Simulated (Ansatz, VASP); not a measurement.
## Two plane-wave programs on Si3Ge

INCAR

```
ALGO = Normal
EDIFF = 1E-6
ENCUT = 520
GGA = PE
ISIF = 2
ISMEAR = -1
LASPH = T
LCHARG = T
LELF = T
LREAL = F
LVHAR = T
LWAVE = F
NBANDS = 21
NELM = 80
PREC = Accurate
SIGMA = 0.02
```

The input KPOINTS:

```
k-points
0
Gamma
  8 8 8
```

Contents of POSCAR:

```
Si3Ge
1.0
    1.9278885880      1.1130669952      6.2927762675
   -1.9278885880      1.1130669952      6.2927762675
    0.0000000000     -2.2261339905      6.2927762675
Si Ge
3 1
Direct
    1.0013340882      0.0013340882      0.0013340882
    0.4987072457      0.4987072457      0.4987072457
    0.3749746944      0.3749746944      0.3749746944
    0.8749839718      0.8749839718      0.8749839718
```

Input for Ansatz:

```yaml
crystal:
  lattice:
    - [1.927888588, 1.1130669952, 6.2927762675]
    - [-1.927888588, 1.1130669952, 6.2927762675]
    - [0.0, -2.2261339905, 6.2927762675]
  atoms:
    - { symbol: Si, position: [1.0013340882, 0.0013340882, 0.0013340882] }
    - { symbol: Si, position: [0.4987072457, 0.4987072457, 0.4987072457] }
    - { symbol: Si, position: [0.3749746944, 0.3749746944, 0.3749746944] }
    - { symbol: Ge, position: [0.8749839718, 0.8749839718, 0.8749839718] }
kpoints:
  mp_grid: { grid: [8, 8, 8] }
  band_path:
    path:
      - [0.0, 0.0, 0.0]
      - [-0.5, -0.5, -0.5]
      - [-0.5, -0.1875243836, -0.8124756164]
      - [-0.1875243836, 0.1875243836, -0.5]
      - [0.0, 0.0, -0.5]
      - [0.0, 0.3437621918, -0.3437621918]
      - [-0.3437621918, 0.0, -0.6562378082]
      - [-0.5, 0.0, -0.5]
      - [0.25, -0.375, -0.375]
    npoints: 1
hamiltonian:
  xc: pbe
scf:
  occupations: { method: fermi_dirac, width: 0.02 }
  n_extra_bands: 5
output:
  forces: true
  stress: true
  eigenvalues: true
```

Change from the starting cell: hydrostatic strain -0.8%.

Alike in both runs: task single point; functional PBE; k mesh 8 × 8 × 8; occupations fermi-dirac, width 0.02 eV; no spin polarisation.

|  | VASP | Ansatz |
| --- | --- | --- |
| version | VASP 6.6.1 | Ansatz 0.2.0 |
| potentials or method | VASP PAW PBE potentials, release 64 (Si, Ge_d) | plane waves, PAW |
| plane-wave cutoff (eV) | 520 | 420 |
| valence electrons in the cell | 26 | 26 |

Ansatz gave:

```
pressure (GPa)                     : 4.0
rms of the force components (eV/Å) : 0.031
```

Problem. Which values does VASP return?

Solution. Pressure (GPa): 3.9; rms of the force components (eV/Å): 0.030.

Atom by atom the forces differ by 0.001 eV/Å (rms over components). The functional is the same, so the differences come from potentials, cutoffs and numerics.
